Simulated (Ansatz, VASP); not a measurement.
# Two plane-wave programs on MgS

Contents of INCAR:

```
PREC = Accurate
ENCUT = 520
EDIFF = 1E-6
ISMEAR = 0
SIGMA = 0.05
LREAL = False
LASPH = True
NELM = 80
ALGO = Normal
ISIF = 2
LWAVE = False
LCHARG = False
NBANDS = 11
```

KPOINTS

```
Automatic mesh
0
Gamma
  8 8 8
```

POSCAR

```
MgS
1.0
    0.0000000000      2.8331200468      2.8756168475
    2.8331200468      0.0000000000      2.8756168475
    2.8331200468      2.8331200468      0.0000000000
Mg S
1 1
Direct
    0.0000000000      0.0000000000      0.0000000000
    0.7500000000      0.7500000000      0.7500000000
```

Input for Ansatz:

```yaml
crystal:
  lattice:
    - [0.0, 2.8331200468, 2.8756168475]
    - [2.8331200468, 0.0, 2.8756168475]
    - [2.8331200468, 2.8331200468, 0.0]
  atoms:
    - { symbol: Mg, position: [0.0, 0.0, 0.0] }
    - { symbol: S, position: [0.75, 0.75, 0.75] }
basis:
  ecutwfc: 420
kpoints:
  mp_grid: { grid: [8, 8, 8] }
hamiltonian:
  xc: lda
scf:
  occupations: { method: gaussian, width: 0.05 }
output:
  forces: true
  stress: true
  eigenvalues: true
```

Change from the starting cell: strain +0.000 along x and y, +0.015 along z, atoms carried along.

Alike in both runs: task single point; functional LDA; k mesh 8 × 8 × 8; occupations gaussian, width 0.05 eV; no spin polarisation.

|  | VASP | Ansatz |
| --- | --- | --- |
| version | VASP 6.6.1 | Ansatz 0.2.0 |
| potentials or method | VASP PAW LDA potentials, release 64 (Mg, S), cutoff 520 eV | scalar-relativistic, plane waves, PAW |
| valence electrons in the cell | 8 | 16 |

```csv
,VASP,Ansatz,Ansatz less VASP
gap on the k mesh at the Fermi level (eV),3.10,3.09,-0.010
least direct gap on the mesh (eV),3.10,3.09,-0.010
pressure (GPa),-3.3,-3.0,+0.33
"traceless stress, the component that is largest in VASP (GPa)",-0.24,-0.24,-0.004
```

LDA's correlation is that of Perdew and Zunger in VASP and of Perdew and Wang (1992) in Ansatz. VASP's potentials hold 8 valence electrons a cell and Ansatz's 16, so a difference there can come from the potentials and not from the codes.
